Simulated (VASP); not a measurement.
# LiF (P6_3mc) in VASP: notebook, part 2 of 2

VASP 6.6.1. The steps go on from the part before.

## (3) Single point, LDA (8.96 Å³/atom)

File INCAR:

```
  ALGO = Normal
  EDIFF = 1E-7
  ENCUT = 520
  GGA = CA
  ISIF = 2
  ISMEAR = 0
  LASPH = T
  LCHARG = F
  LREAL = F
  LWAVE = F
  NBANDS = 18
  NELM = 60
  PREC = Accurate
  SIGMA = 0.05
```

File KPOINTS:

```
k-points
0
Gamma
  9 9 6
```

File POSCAR:

```
LiF
1.0
    2.9734262696      0.0000000000      0.0000000000
   -1.4867131348      2.5750626857      0.0000000000
    0.0000000000      0.0000000000      4.6834437172
Li F
2 2
Direct
    0.3333333333      0.6666666667      0.3839784076
    0.6666666667      0.3333333333      0.8839784076
    0.3333333333      0.6666666667      0.9910195924
    0.6666666667      0.3333333333      0.4910195924
```

Potentials or basis: VASP PAW LDA potentials, release 64 (Li_sv, F).

On the command line:

```bash
$ cat potpaw_LDA.64/Li_sv/POTCAR potpaw_LDA.64/F/POTCAR > POTCAR
$ mpirun -np 1 vasp_std > vasp.out
```

OUTCAR:

```text
EDIFF = 1E-7
   ENCUT = 520
   GGA = CA
   ISIF = 2
   ISMEAR = 0
   LASPH = T
   LREAL = F
   NELM = 60
   PREC = Accurate

 ion  position               nearest neighbor table
   1  0.333  0.667  0.384-   4 1.79   4 1.79   4 1.79   3 1.84
   2  0.667  0.333  0.884-   3 1.79   3 1.79   3 1.79   4 1.84
   3  0.333  0.667  0.991-   2 1.79   2 1.79   2 1.79   1 1.84
   4  0.667  0.333  0.491-   1 1.79   1 1.79   1 1.79   2 1.84

[... 705 lines left out ...]

  FORCE on cell =-STRESS in cart. coord.  units (eV):
  Direction    XX          YY          ZZ          XY          YZ          ZX
  --------------------------------------------------------------------------------------
  -------------------------------------------------------------------------------------
  Total        0.7281780      0.7281780      0.0479406      0.0000000      0.0000000     -0.0000000
  in kB       32.5340297     32.5340297      2.1419219      0.0000000      0.0000000     -0.0000000
  external PRESSURE =      22.4033271 kB  Pullay stress =       0.0000000 kB

 VOLUME and BASIS-vectors are now :
 -----------------------------------------------------------------------------
  energy-cutoff  :      520.00
  volume of cell :       35.86
      direct lattice vectors                 reciprocal lattice vectors
     2.973426270  0.000000000  0.000000000     0.336312358  0.194170030  0.000000000
    -1.486713135  2.575062686  0.000000000     0.000000000  0.388340061  0.000000000
     0.000000000  0.000000000  4.683443717     0.000000000  0.000000000  0.213518099

 POSITION                                       TOTAL-FORCE (eV/Angst)
 -----------------------------------------------------------------------------------
     -0.00000      1.71671      1.79834        -0.000000     -0.000000     -0.111749
      1.48671      0.85835      4.14006         0.000000      0.000000     -0.111749
     -0.00000      1.71671      4.64138        -0.000000     -0.000000      0.111749
      1.48671      0.85835      2.29966         0.000000     -0.000000      0.111749
 -----------------------------------------------------------------------------------
    total drift:                               -0.000000     -0.000001     -0.001245

  FREE ENERGIE OF THE ION-ELECTRON SYSTEM (eV)
  ---------------------------------------------------
  free  energy   TOTEN  =       -20.7941570656 eV

  energy  without entropy=      -20.7941570656  energy(sigma->0) =      -20.79415707
```

stdout:

```text
POSCAR found type information on POSCAR LiF
 POSCAR found :  2 types and       4 ions
 scaLAPACK will be used
 LDA part: xc-table for (Slater(with rela. corr.)+CA(PZ))
 , standard interpolation
 POSCAR, INCAR and KPOINTS ok, starting setup
 FFT: planning ... GRIDC
 FFT: planning ... GRID_SOFT
 FFT: planning ... GRID
 WAVECAR not read
 entering main loop
```

Run time: 39 s. Hardware: 1 thread of Intel Xeon 8259CL, shared host; peak memory 0.15 GiB.

What came out:

```
Free energy            : -20.7942 eV
Largest force          : 0.112 eV/Å
Band gap on the k mesh : 8.03 eV
```

Forces in eV/Å, atoms in the order of the input:
```
Li   0.000  0.000 -0.112
Li   0.000  0.000 -0.112
F    0.000  0.000  0.112
F    0.000  0.000  0.112
```

Levels at points of the mesh, in eV from the valence-band top:
```tsv
k point	band 7	band 8	band 9	band 10	band 11	band 12	band 13	band 14
(0.00, 0.00, 0.00)	-0.58	-0.21	-0.21	0.00	8.03	12.34	15.94	18.88
(0.00, 0.00, 0.50)	-0.40	-0.40	-0.40	-0.40	9.79	9.79	18.02	18.02
```

Caveat: the cutoff is under 1.25 times the usual one of these potentials, so pressure, stress and relaxed cells hold a basis-set (Pulay) error; an odd mesh through Γ misses points on the zone boundary, where band edges can lie.

## (4) Single point, LDA (8.37 Å³/atom)

This run uses another cell than the first one, of 8.37 Å³/atom.

File INCAR:

```
SYSTEM = LiF
  ALGO = Normal
  EDIFF = 1E-6
  ENCUT = 520
  ISIF = 2
  ISMEAR = 0
  LASPH = .TRUE.
  LCHARG = .FALSE.
  LREAL = .FALSE.
  LWAVE = .FALSE.
  NBANDS = 18
  NELM = 100
  PREC = Accurate
  SIGMA = 0.05
```

File KPOINTS:

```
k-points
0
G
  9 9 6
  0 0 0
```

File POSCAR:

```
LiF
1.0
    2.8144038254      0.0000000000      0.0000000000
   -1.4072019127      2.4373452093      0.0000000000
    0.0000000000      0.0000000000      4.8818648755
Li F
2 2
Direct
    0.3333333333      0.6666666667      0.3839784076
    0.6666666667      0.3333333333      0.8839784076
    0.3333333333      0.6666666667      0.9910195924
    0.6666666667      0.3333333333      0.4910195924
```

Potentials or basis: VASP PAW LDA potentials, release 64 (Li_sv, F).

On the command line:

```bash
$ cat potpaw_LDA.64/Li_sv/POTCAR potpaw_LDA.64/F/POTCAR > POTCAR
$ mpirun -np 1 vasp_std > vasp.out
```

OUTCAR:

```text
SYSTEM = LiF
   EDIFF = 1E-6
   ENCUT = 520
   ISIF = 2
   ISMEAR = 0
   LASPH = .TRUE.
   LREAL = .FALSE.
   NELM = 100
   PREC = Accurate

 ion  position               nearest neighbor table
   1  0.333  0.667  0.384-   4 1.71   4 1.71   4 1.71   3 1.92
   2  0.667  0.333  0.884-   3 1.71   3 1.71   3 1.71   4 1.92
   3  0.333  0.667  0.991-   2 1.71   2 1.71   2 1.71   1 1.92
   4  0.667  0.333  0.491-   1 1.71   1 1.71   1 1.71   2 1.92

  LATTYP: Found a hexagonal cell.
 ALAT       =     2.8144038254
 C/A-ratio  =     1.7346000000

[... 704 lines left out ...]
  --------------------------------------------------------------------------------------
  -------------------------------------------------------------------------------------
  Total        3.3718264      3.3718264     -0.2632869      0.0000000      0.0000000      0.0000000
  in kB      161.3193937    161.3193937    -12.5965222      0.0000000      0.0000000      0.0000000
  external PRESSURE =     103.3474217 kB  Pullay stress =       0.0000000 kB

 VOLUME and BASIS-vectors are now :
 -----------------------------------------------------------------------------
  energy-cutoff  :      520.00
  volume of cell :       33.49
      direct lattice vectors                 reciprocal lattice vectors
     2.814403825  0.000000000  0.000000000     0.355315037  0.205141232  0.000000000
    -1.407201913  2.437345209  0.000000000     0.000000000  0.410282465  0.000000000
     0.000000000  0.000000000  4.881864875     0.000000000  0.000000000  0.204839754

 POSITION                                       TOTAL-FORCE (eV/Angst)
 -----------------------------------------------------------------------------------
     -0.00000      1.62490      1.87453        -0.000000      0.000000     -0.624035
      1.40720      0.81245      4.31546         0.000000     -0.000000     -0.624035
     -0.00000      1.62490      4.83802        -0.000000      0.000000      0.624035
      1.40720      0.81245      2.39709         0.000000      0.000000      0.624035
 -----------------------------------------------------------------------------------
    total drift:                                0.000000     -0.000000      0.002693

  FREE ENERGIE OF THE ION-ELECTRON SYSTEM (eV)
  ---------------------------------------------------
  free  energy   TOTEN  =       -20.5646269043 eV

  energy  without entropy=      -20.5646269043  energy(sigma->0) =      -20.56462690
```

OSZICAR:

```text
N       E                     dE             d eps       ncg     rms          rms(c)
DAV:   1     0.118478498165E+03    0.11848E+03   -0.11245E+04  1728   0.123E+03
DAV:   2    -0.119582574505E+02   -0.13044E+03   -0.12777E+03  2014   0.308E+02
DAV:   3    -0.219312108186E+02   -0.99730E+01   -0.99140E+01  3180   0.626E+01
DAV:   4    -0.220329566043E+02   -0.10175E+00   -0.10163E+00  2216   0.768E+00
DAV:   5    -0.220339273599E+02   -0.97076E-03   -0.97067E-03  2424   0.617E-01    0.717E+00
DAV:   6    -0.205868804048E+02    0.14470E+01   -0.35448E+00  1800   0.150E+01    0.211E+00
DAV:   7    -0.205724309698E+02    0.14449E-01   -0.13346E-01  1968   0.265E+00    0.140E+00
DAV:   8    -0.205657171258E+02    0.67138E-02   -0.46694E-02  2368   0.202E+00    0.339E-01
DAV:   9    -0.205645175650E+02    0.11996E-02   -0.65147E-03  2018   0.681E-01    0.914E-02
DAV:  10    -0.205646280681E+02   -0.11050E-03   -0.42214E-04  1882   0.175E-01    0.129E-02
DAV:  11    -0.205646270972E+02    0.97096E-06   -0.11519E-05  2312   0.338E-02    0.497E-03
DAV:  12    -0.205646269043E+02    0.19288E-06   -0.79873E-07  1536   0.989E-03
   1 F= -.20564627E+02 E0= -.20564627E+02  d E =-.131811E-26
```

It took 25 s on 1 thread of Intel Xeon 8259CL, shared host; peak memory 0.14 GiB.

Results:

- Free energy: -20.5646 eV
- Largest force: 0.624 eV/Å
- Band gap on the k mesh: 8.53 eV

Forces on the atoms (eV/Å):
```
Li   0.000  0.000 -0.624
Li   0.000  0.000 -0.624
F    0.000  0.000  0.624
F    0.000  0.000  0.624
```

Caveat: the cutoff is under 1.25 times the usual one of these potentials, so pressure, stress and relaxed cells hold a basis-set (Pulay) error; an odd mesh through Γ misses points on the zone boundary, where band edges can lie.

## (5) Single point, LDA (8.37 Å³/atom)

This run uses another cell than the first one, of 8.37 Å³/atom.

File INCAR:

```
PREC     = Accurate       # precision mode
ENCUT    = 520            # plane-wave cutoff, eV
EDIFF    = 1E-6           # SCF threshold, eV
ISMEAR   = 0              # smearing method
SIGMA    = 0.05           # smearing width, eV
LREAL    = F              # projectors in reciprocal space
LASPH    = T              # aspherical terms in the spheres
NELM     = 100            # most SCF steps
ALGO     = Normal         # electronic algorithm
ISIF     = 2              # what is computed and relaxed
LWAVE    = F              # write WAVECAR
LCHARG   = F              # write CHGCAR
GGA      = CA             # functional
NBANDS   = 18             # bands
```

File KPOINTS:

```
regular mesh
0
Gamma
  9 9 6
```

File POSCAR:

```
LiF
1.0
    3.0499884584      0.0000000000      0.0000000000
   -1.5249942292      2.6413674863      0.0000000000
    0.0000000000      0.0000000000      4.1568292700
Li F
2 2
Direct
    0.3333333333      0.6666666667      0.3839784076
    0.6666666667      0.3333333333      0.8839784076
    0.3333333333      0.6666666667      0.9910195924
    0.6666666667      0.3333333333      0.4910195924
```

On the command line:

```bash
$ cat potpaw_LDA.64/Li_sv/POTCAR potpaw_LDA.64/F/POTCAR > POTCAR
$ mpirun -np 1 vasp_std > vasp.out
```

It took 25 s on 1 thread of Intel Xeon 8259CL, shared host; peak memory 0.14 GiB.

Results (log left out):

| Quantity | Value |
| --- | --- |
| Free energy | -20.5650 eV |
| Largest force | 1.207 eV/Å |
| Band gap on the k mesh | 8.25 eV |

Forces on the atoms (eV/Å):
```
Li   0.000  0.000  1.207
Li   0.000  0.000  1.207
F    0.000  0.000 -1.207
F    0.000  0.000 -1.207
```

Levels at points of the mesh, in eV from the valence-band top:
```tsv
k point	band 7	band 8	band 9	band 10	band 11	band 12	band 13	band 14
(0.00, 0.00, 0.00)	-1.05	-0.35	-0.35	0.00	8.25	13.68	17.31	18.06
(0.00, 0.00, 0.50)	-0.70	-0.70	-0.70	-0.70	10.26	10.26	18.34	18.34
```

Caveat: the cutoff is under 1.25 times the usual one of these potentials, so pressure, stress and relaxed cells hold a basis-set (Pulay) error; an odd mesh through Γ misses points on the zone boundary, where band edges can lie; forces of over 1 eV/Å act on the atoms, so gaps and moduli don't describe the material at rest.

## (6) Overview

| cell | gap on the mesh (eV) | largest force (eV/Å) |
| --- | --- | --- |
| a = 3.022, b = 3.022, c = 4.535 Å, angles 90.0, 90.0, 120.0°, 4 atoms | 7.97 | 0.15 |
| a = 2.973, b = 2.973, c = 4.683 Å, angles 90.0, 90.0, 120.0°, 4 atoms | 8.03 | 0.11 |
| a = 2.814, b = 2.814, c = 4.882 Å, angles 90.0, 90.0, 120.0°, 4 atoms | 8.53 | 0.62 |
| a = 3.050, b = 3.050, c = 4.157 Å, angles 90.0, 90.0, 120.0°, 4 atoms | 8.25 | 1.21 |

Alike in all rows: task single point; level LDA; potentials or basis VASP PAW LDA potentials, release 64 (Li_sv, F); no spin polarisation; k mesh 9 × 9 × 6; cutoff (eV) 520; smearing gaussian 0.05 eV.

Caveats: the cutoff is under 1.25 times the usual one of these potentials, so pressure, stress and relaxed cells hold a basis-set (Pulay) error; an odd mesh through Γ misses points on the zone boundary, where band edges can lie; forces of over 1 eV/Å act on the atoms, so gaps and moduli don't describe the material at rest (at least some runs).

Absolute energies hang on the potentials; compare differences alone.
